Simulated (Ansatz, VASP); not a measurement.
TaN in VASP and in Ansatz

INCAR

```
SYSTEM = TaN
ALGO = Normal
EDIFF = 1E-6
ENCUT = 700
GGA = PS
GGA_COMPAT = .False.
ISIF = 2
ISMEAR = 0
LASPH = .True.
LCHARG = .True.
LELF = .True.
LREAL = .False.
LVHAR = .True.
LWAVE = .False.
NBANDS = 26
NELM = 120
PREC = Accurate
SIGMA = 0.15
```

KPOINTS

```
k-points
0
Gamma
  18 18 10
  0 0 0
```

The input POSCAR:

```
TaN
1.0
    3.1415011232      0.0000000000      0.0000000000
   -1.5707505617      2.7206197787      0.0000000000
    0.0000000000      0.0000000000      4.7918000000
Ta N
2 2
Direct
    0.3333333333      0.6666666667      0.0000000000
    0.6666666667      0.3333333333      0.5000000000
    0.3333333333      0.6666666667      0.3850000000
    0.6666666667      0.3333333333      0.8850000000
```

Input for Ansatz:

```yaml
crystal:
  lattice:
    - [3.1415011232, 0.0, 0.0]
    - [-1.5707505617, 2.7206197787, 0.0]
    - [0.0, 0.0, 4.7918]
  atoms:
    - { symbol: Ta, position: [0.3333333333, 0.6666666667, 0.0] }
    - { symbol: Ta, position: [0.6666666667, 0.3333333333, 0.5] }
    - { symbol: "N", position: [0.3333333333, 0.6666666667, 0.385] }
    - { symbol: "N", position: [0.6666666667, 0.3333333333, 0.885] }
basis:
  ecutwfc: 420
kpoints:
  mp_grid: { grid: [18, 18, 10] }
hamiltonian:
  xc: pbesol
scf:
  occupations: { method: gaussian, width: 0.15 }
output:
  forces: true
  stress: true
  eigenvalues: true
```

Change from the starting cell: strain +0.030 along x and y, -0.030 along z, atoms carried along.

Alike in both runs: task single point; functional PBEsol; k mesh 18 × 18 × 10; occupations gaussian, width 0.15 eV; no spin polarisation.

```csv
,VASP,Ansatz
version,VASP 6.6.1,Ansatz 0.2.0
potentials or method,"VASP PAW PBE potentials, release 64 (Ta_sv_GW, N), cutoff 700 eV","scalar-relativistic, plane waves, PAW"
valence electrons in the cell,36,36
```

|  | VASP | Ansatz | Ansatz less VASP |
| --- | --- | --- | --- |
| gap on the k mesh at the Fermi level (eV) | none | none | - |
| pressure (GPa) | 106.3 | 104.8 | -1.52 |
| traceless stress, the component that is largest in VASP (GPa) | 6.15 | 5.93 | -0.223 |
| rms of the force components (eV/Å) | 0.493 | 0.468 | -0.0249 |

VASP's potentials were made for PBE, not for PBEsol. Atom by atom the forces differ by 0.025 eV/Å (rms over components). A gap of «none» marks a metal or a gap that the smearing closes. Both programs put the cell under a high pressure, so it lies far from rest at this level.

Neither program's run includes spin-orbit coupling. Noted on VASP's run: the cell as given lies far from equilibrium.
